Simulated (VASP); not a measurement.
# SiN (P4/nmm) in VASP: further runs, part 2 of 2

VASP 6.6.1. Earlier steps stand in the parts before.

## (3) Relaxation of cell and atoms, PBE

This run uses another cell than the first one, of 11.43 Å³/atom.

File INCAR:

```
SYSTEM = SiN
  PREC = Accurate
  ENCUT = 600
  EDIFF = 1E-7
  ISMEAR = 0
  SIGMA = 0.1
  LREAL = .False.
  LASPH = .True.
  NELM = 100
  ALGO = Normal
  ISIF = 3
  LWAVE = .False.
  LCHARG = .False.
  GGA = PE
  IBRION = 2
  NSW = 90
  EDIFFG = -0.04
```

File KPOINTS:

```
regular mesh
0
Gamma
  6 6 4
  0 0 0
```

File POSCAR:

```
SiN
1.0
    3.3075065491      0.0000000000      0.0000000000
    0.0000000000      3.3075065491      0.0000000000
    0.0000000000      0.0000000000      4.1793221340
Si N
2 2
Direct
    0.0000000000      0.5000000000      0.2351000000
    0.5000000000      0.0000000000      0.7649000000
    0.0000000000      0.0000000000      0.0000000000
    0.5000000000      0.5000000000      0.0000000000
```

Potentials or basis: VASP PAW PBE potentials, release 64 (Si, N).

Run with:

```bash
> cat potpaw_PBE.64/Si/POTCAR potpaw_PBE.64/N/POTCAR > POTCAR
> mpirun -np 1 vasp_std > vasp.out
```

OUTCAR:

```text
SYSTEM = SiN
   PREC = Accurate
   ENCUT = 600
   EDIFF = 1E-7
   ISMEAR = 0
   LREAL = .False.
   LASPH = .True.
   NELM = 100
   ISIF = 3
   GGA = PE
   IBRION = 2
   NSW = 90
   EDIFFG = -0.04

 ion  position               nearest neighbor table
   1  0.000  0.500  0.235-   3 1.92   4 1.92   3 1.92   4 1.92   2 3.05   2 3.05   2 3.05   2 3.05

   2  0.500  0.000  0.765-   3 1.92   4 1.92   4 1.92   3 1.92   1 3.05   1 3.05   1 3.05   1 3.05

   3  0.000  0.000  0.000-   1 1.92   2 1.92   1 1.92   2 1.92
   4  0.500  0.500  0.000-   1 1.92   2 1.92   2 1.92   1 1.92

  LATTYP: Found a simple tetragonal cell.
 ALAT       =     3.3075065491
 C/A-ratio  =     1.2635869565

  Lattice vectors:

 A1 = (   3.3075065491,   0.0000000000,   0.0000000000)
 A2 = (   0.0000000000,   3.3075065491,   0.0000000000)
 A3 = (   0.0000000000,   0.0000000000,   4.1793221340)

Analysis of symmetry for initial positions (statically):
=====================================================================
 Subroutine PRICEL returns:
 Original cell was already a primitive cell.

 Routine SETGRP: Setting up the symmetry group for a
 simple tetragonal supercell.

 Subroutine GETGRP returns: Found 16 space group operations
 (whereof  8 operations were pure point group operations)
 out of a pool of 16 trial point group operations.

The static configuration has the point symmetry D_2d.
 The point group associated with its full space group is D_4h.

Analysis of symmetry for dynamics (positions and initial velocities):
=====================================================================
 Subroutine PRICEL returns:
 Original cell was already a primitive cell.

 Routine SETGRP: Setting up the symmetry group for a
 simple tetragonal supercell.

 Subroutine GETGRP returns: Found 16 space group operations
 (whereof  8 operations were pure point group operations)
 out of a pool of 16 trial point group operations.

The dynamic configuration has the point symmetry D_2d.
 The point group associated with its full space group is D_4h.

 Subroutine INISYM returns: Found 16 space group operations
 (whereof  8 operations are pure point group operations),
 and found     1 'primitive' translations

----------------------------------------------------------------------------------------

                                     Primitive cell

  volume of cell :      45.7201

  direct lattice vectors                    reciprocal lattice vectors
     3.307506549  0.000000000  0.000000000     0.302342561  0.000000000  0.000000000
     0.000000000  3.307506549  0.000000000     0.000000000  0.302342561  0.000000000
     0.000000000  0.000000000  4.179322134     0.000000000  0.000000000  0.239273252

  length of vectors
     3.307506549  3.307506549  4.179322134     0.302342561  0.302342561  0.239273252

  position of ions in fractional coordinates (direct lattice)
     0.000000000  0.500000000  0.235100000
     0.500000000  0.000000000  0.764900000
     0.000000000  0.000000000  0.000000000
     0.500000000  0.500000000  0.000000000

  ion indices of the primitive-cell ions
   primitive index   ion index
                 1           1
                 2           2
                 3           3
                 4           4

----------------------------------------------------------------------------------------

 KPOINTS: regular mesh
[... 78 lines left out ...]
   PSTRESS=    0.0 pullay stress
   NELECT =      18.0000    total number of electrons
   NUPDOWN=      -1.0000    fix difference up-down
   EMIN   =  10.00;   EMAX   =-10.00  energy-range for DOS
   EFERMI =   0.00;   METHOD = LEGACY
   ISMEAR =     0;   SIGMA  =   0.10  broadening in eV -4-tet -1-fermi 0-gaus
   EFERMI_NEDOS =   21; number of points for ismear=-14 and -15
   IALGO  =     38    algorithm
   IMIX   =      4    mixing-type and parameters
     AMIX     =   0.40;   BMIX     =  1.00
     AMIX_MAG =   1.60;   BMIX_MAG =  1.00
  volume/ion in A,a.u.               =      11.43        77.13
  Fermi-wavevector in a.u.,A,eV,Ry     =   1.199858  2.267403 19.587758  1.439660
  Thomas-Fermi vector in A             =   2.335710
   LORBIT       =      0    0 simple, 1 ext, 2 COOP (PROOUT), +10 PAW based schemes
   GGA     = PE    functional components
   LHFCALC =     F    Hartree Fock is set to
   AEXX    =    0.0000 exact exchange contribution
   IVDW    =     0    specifies the selected vdW correction
   LEPSILON=     F    determine dielectric tensor
   LRPA    =     F    only Hartree local field effects (RPA)
 conjugate gradient relaxation of ions
 non-spin polarized calculation
 Gauss-broadening in eV      SIGMA  =   0.10
  energy-cutoff  :      600.00
  volume of cell :       45.72
 maximum number of plane-waves:      1556
 NGX is ok and might be reduce to    28
   NGX = 13   NGY = 13   NGZ = 17

--------------------------------------- Ionic step        1  -------------------------------------------

 number of electron      18.0000002 magnetization

 Free energy of the ion-electron system (eV)
  ---------------------------------------------------
  ext. energy  EPLUGINS =         0.00000000
  ---------------------------------------------------
  free energy    TOTEN  =       -25.98696549 eV

  energy without entropy =      -25.97756282  energy(sigma->0) =      -25.98226415

------------------------ aborting loop because EDIFF is reached ----------------------------------------

  FORCE on cell =-STRESS in cart. coord.  units (eV):
  Direction    XX          YY          ZZ          XY          YZ          ZX
  --------------------------------------------------------------------------------------
  -------------------------------------------------------------------------------------
  Total        2.1812969      2.1812969     -3.1879942      0.0000000      0.0000000      0.0000000
  in kB       76.4395444     76.4395444   -111.7174032      0.0000000      0.0000000      0.0000000
  external PRESSURE =      13.7205618 kB  Pullay stress =       0.0000000 kB
[... 95 lines left out ...]
  FREE ENERGIE OF THE ION-ELECTRON SYSTEM (eV)
  ---------------------------------------------------
  free  energy   TOTEN  =       -27.0755317429 eV

  energy  without entropy=      -27.0647966956  energy(sigma->0) =      -27.07016422

[... ionic steps 4 to 11 ...]

--------------------------------------- Ionic step       12  -------------------------------------------

 number of electron      18.0000004 magnetization

------------------------ aborting loop because EDIFF is reached ----------------------------------------
[... 71 lines left out ...]
--------------------------------------- Ionic step       14  -------------------------------------------

 number of electron      18.0000004 magnetization

 Free energy of the ion-electron system (eV)
  ---------------------------------------------------
  ext. energy  EPLUGINS =         0.00000000
  ---------------------------------------------------
  free energy    TOTEN  =       -27.26049804 eV

  energy without entropy =      -27.25656221  energy(sigma->0) =      -27.25853012

 E-fermi :   6.7744     XC(G=0): -10.3417

 val. band max:        6.7142211832   @ k =   0.0000   0.0000   0.5000
 cond. band min:       6.7986403811   @ k =   0.3333   0.3333   0.5000
 fundamental gap:      0.0844191979
 Fermi energy:         6.7744257573

 k-point     1 :       0.0000    0.0000    0.0000
  band No.  band energies     occupation
      1     -12.4889      2.00000
      2      -6.9397      2.00000
      3      -1.6350      2.00000
      4      -1.6350      2.00000
      5      -0.5082      2.00000
      6       3.2632      2.00000
      7       4.1652      2.00000
      8       4.1652      2.00000
      9       4.5201      2.00000
     10       6.1894      2.00000
     11      12.0103      0.00000
     12      12.4454      0.00000
     13      14.4982      0.00000
[... 354 lines left out ...]
  band No.  band energies     occupation
      1     -10.2280      2.00000
      2     -10.2280      2.00000
      3      -0.1934      2.00000
      4      -0.1934      2.00000
      5       0.6254      2.00000
      6       0.6254      2.00000
      7       1.1432      2.00000
      8       1.1432      2.00000
      9       7.8033      0.00000
     10       7.8033      0.00000
     11      13.1532      0.00000
     12      13.1532      0.00000
     13      13.6840      0.00000

 [... further k-points ...]

------------------------ aborting loop because EDIFF is reached ----------------------------------------

  FORCE on cell =-STRESS in cart. coord.  units (eV):
  Direction    XX          YY          ZZ          XY          YZ          ZX
  --------------------------------------------------------------------------------------
  -------------------------------------------------------------------------------------
  Total        0.1510703      0.1510703      0.0688492      0.0000000      0.0000000      0.0000000
  in kB        4.8537511      4.8537511      2.2120615      0.0000000      0.0000000      0.0000000
  external PRESSURE =       3.9731879 kB  Pullay stress =       0.0000000 kB
[... 19 lines left out ...]
  FREE ENERGIE OF THE ION-ELECTRON SYSTEM (eV)
  ---------------------------------------------------
  free  energy   TOTEN  =       -27.2604980378 eV

  energy  without entropy=      -27.2565622079  energy(sigma->0) =      -27.25853012

 reached required accuracy - stopping structural energy minimisation
```

It took 2.9 min on 1 thread of Intel Xeon Platinum 8259CL at 2.50GHz (Skylake/Cascade Lake), shared host; peak memory 0.18 GiB.

Results:

| Item | Value |
| --- | --- |
| Free energy | -27.2605 eV |
| Relaxed volume | 12.47 Å³/atom |
| Relaxed cell | a = 3.504 Å, b = 3.504 Å, c = 4.061 Å, α = 90.00°, β = 90.00°, γ = 90.00° |
| Space group after relaxing (to 0.1 Å) | P4/nmm (No. 129) |
| Energy gained by relaxing | 318.4 meV/atom |
| Ionic steps | 14 |
| Pressure after relaxing | 0.4 GPa |
| Largest force after relaxing | 0.005 eV/Å |
| Band gap on the k mesh | zero (bands 9 and 10 overlap by 2.30 eV) |

Forces in eV/Å, atoms in the order of the input:
```
Si   0.000  0.000  0.005
Si   0.000  0.000 -0.005
N    0.000  0.000  0.000
N    0.000  0.000  0.000
```

The path:
| step | energy change (eV) | largest force (eV/Å) | pressure (GPa) | volume (Å³) |
| --- | --- | --- | --- | --- |
| 1 | 0.0000 | 1.9829 | 1.37 | 45.72 |
| 2 | -0.6506 | 1.9742 | 2.10 | 46.31 |
| 3 | -1.0886 | 0.3067 | -5.45 | 47.26 |
| 4 | -1.1495 | 0.1528 | -3.79 | 47.18 |
| 5 | -1.1637 | 1.1831 | -1.39 | 46.84 |
| 6 | -1.1933 | 0.0892 | -3.05 | 47.08 |
| 7 | -1.2010 | 0.5475 | -2.24 | 46.97 |
| 8 | -1.1895 | 0.4987 | 8.19 | 45.59 |
| 9 | -1.2241 | 0.0838 | 2.22 | 46.34 |
| 10 | -1.2440 | 0.0339 | 1.33 | 47.29 |
| 11 | -1.2604 | 0.2693 | -0.07 | 49.24 |
| 12 | -1.2732 | 0.0406 | 0.47 | 49.96 |
| 13 | -1.2735 | 0.0021 | 0.41 | 49.88 |
| 14 | -1.2735 | 0.0054 | 0.40 | 49.87 |

Final structure:
```
CELL_PARAMETERS angstrom
3.50415 0.00000 0.00000
0.00000 3.50415 0.00000
0.00000 0.00000 4.06113
ATOMIC_POSITIONS crystal
Si 0.00000 0.50000 0.16238
Si 0.50000 0.00000 0.83762
N 0.00000 0.00000 0.00000
N 0.50000 0.50000 0.00000
```

Caveat: the k points lie up to 0.39 Å⁻¹ apart in the final cell, too coarse for converged energies and pressures of a metal.
